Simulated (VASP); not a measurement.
Wanted: the native input for a VASP 6.6.1 run.

* Task: single point
* Functional: LDA
* Potentials or basis: VASP PAW LDA potentials, release 64 (Au)
* Cutoff: 520 eV
* k mesh: 22 × 22 × 22
* Occupations: gaussian, width 0.15 eV
* Spin: no spin polarisation
* Dipole correction: no
* Further INCAR settings: ALGO = Fast; EDIFF = 1e-07; NBANDS = 12

The structure of Au lies in POSCAR:

```
Au
1.0
   -2.4360327815      1.7400234154      1.7400234154
    1.7400234154     -2.4360327815      1.7400234154
    1.7400234154      1.7400234154     -2.4360327815
Au
1
Direct
    0.0000000000      0.0000000000      0.0000000000
```

This cell differs from its parent crystal: ratio of the length along [111] to the lengths across it x 0.5, volume and fractional coordinates fixed.

These files were run (other wordings do the same):

INCAR

```
SYSTEM = Au
ALGO     = Fast           ! electronic algorithm
EDIFF    = 1E-7           ! SCF threshold, eV
ENCUT    = 520            ! plane-wave cutoff, eV
GGA      = CA             ! functional
ISIF     = 2              ! what is computed and relaxed
ISMEAR   = 0              ! smearing method
LASPH    = .True.         ! aspherical terms in the spheres
LCHARG   = .True.         ! write CHGCAR
LELF     = .True.         ! ELF
LREAL    = .False.        ! projectors in reciprocal space
LVHAR    = .True.       
LWAVE    = .False.        ! write WAVECAR
NBANDS   = 12             ! bands
NELM     = 80             ! most SCF steps
PREC     = Accurate       ! precision mode
SIGMA    = 0.15           ! smearing width, eV
```

KPOINTS

```
k-points
0
Gamma
  22 22 22
  0 0 0
```

Potentials or basis: VASP PAW LDA potentials, release 64 (Au).

Command:

```sh
$ cat potpaw_LDA.64/Au/POTCAR > POTCAR
$ mpirun -np 1 vasp_std > vasp.out
```

It gave:

| Quantity | Value |
| --- | --- |
| Pressure | 201.1 GPa |

Run time: 3.5 min on 1 thread of Intel(R) Xeon(R) 6975P-C (Granite Rapids) (shared host), peak memory 0.33 GiB.
